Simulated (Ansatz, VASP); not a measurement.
**Zr3B in VASP and in Ansatz**

Contents of INCAR:

```
ALGO     = Fast           # electronic algorithm
EDIFF    = 1E-6           # SCF threshold, eV
EDIFFG   = -0.04          # ionic threshold
ENCUT    = 600            # plane-wave cutoff, eV
GGA      = PE             # functional
IBRION   = 2              # ionic algorithm
ISIF     = 3              # what is computed and relaxed
ISMEAR   = 0              # smearing method
LASPH    = True           # aspherical terms in the spheres
LCHARG   = False          # write CHGCAR
LREAL    = False          # projectors in reciprocal space
LWAVE    = False          # write WAVECAR
NELM     = 80             # most SCF steps
NSW      = 90             # ionic steps
PREC     = Accurate       # precision mode
SIGMA    = 0.1            # smearing width, eV
```

KPOINTS

```
k-points
0
Gamma
  4 4 4
```

POSCAR

```
Zr3B
1.0
    4.7041127800      0.0000000000      0.0000000000
    0.0000000000      4.7041127800      0.0000000000
    0.0000000000      0.0000000000      4.7041127800
Zr B
6 2
Direct
    0.2500000000      0.0000000000      0.5000000000
    0.5000000000      0.7500000000      0.0000000000
    0.7500000000      0.0000000000      0.5000000000
    0.5000000000      0.2500000000      0.0000000000
    0.0000000000      0.5000000000      0.7500000000
    0.0000000000      0.5000000000      0.2500000000
    0.0000000000      0.0000000000      0.0000000000
    0.5000000000      0.5000000000      0.5000000000
```

Input for Ansatz:

```yaml
crystal:
  lattice:
    - [4.70411278, 0.0, 0.0]
    - [0.0, 4.70411278, 0.0]
    - [0.0, 0.0, 4.70411278]
  atoms:
    - { symbol: Zr, position: [0.25, 0.0, 0.5] }
    - { symbol: Zr, position: [0.5, 0.75, 0.0] }
    - { symbol: Zr, position: [0.75, 0.0, 0.5] }
    - { symbol: Zr, position: [0.5, 0.25, 0.0] }
    - { symbol: Zr, position: [0.0, 0.5, 0.75] }
    - { symbol: Zr, position: [0.0, 0.5, 0.25] }
    - { symbol: B, position: [0.0, 0.0, 0.0] }
    - { symbol: B, position: [0.5, 0.5, 0.5] }
basis:
  ecutwfc: 420
kpoints:
  mp_grid: { grid: [4, 4, 4] }
hamiltonian:
  xc: pbe
scf:
  occupations: { method: gaussian, width: 0.1 }
  lower_state_search: "off"
output:
  forces: true
  stress: true
  eigenvalues: true
relax:
  adjacent_minimum: "off"
  f_tol: 0.04
  max_steps: 70
  cell: { stress_tol: 0.4 }
```

Change from the starting cell: species swapped into the Mo3Os type (Pm-3n, No. 223).

Alike in both runs: task relaxation of cell and atoms; functional PBE; k mesh 4 × 4 × 4; occupations gaussian, width 0.1 eV; no spin polarisation.

|  | VASP | Ansatz |
| --- | --- | --- |
| version | VASP 6.6.1 | Ansatz 0.2.0 |
| potentials or method | VASP PAW PBE potentials, release 64 (Zr_sv, B), cutoff 600 eV | scalar-relativistic, plane waves, PAW |
| valence electrons in the cell | 78 | 78 |

VASP gave:

```
gap on the k mesh at the Fermi level, each at its own relaxed structure (eV) : none
relaxed volume (Å³/atom)                                                     : 18.33
relaxed cell length with the largest relative difference (Å)                 : 5.274
```

**Question.** Estimate Ansatz's values.

**Answer.** gap on the k mesh at the Fermi level, each at its own relaxed structure (eV): none; relaxed volume (Å³/atom): 18.28; relaxed cell length with the largest relative difference (Å): 5.269.

A gap of «none» marks a metal or a gap that the smearing closes.

Noted on VASP's run: the volume moved by over 15 % at a fixed basis, so the end points are rough.
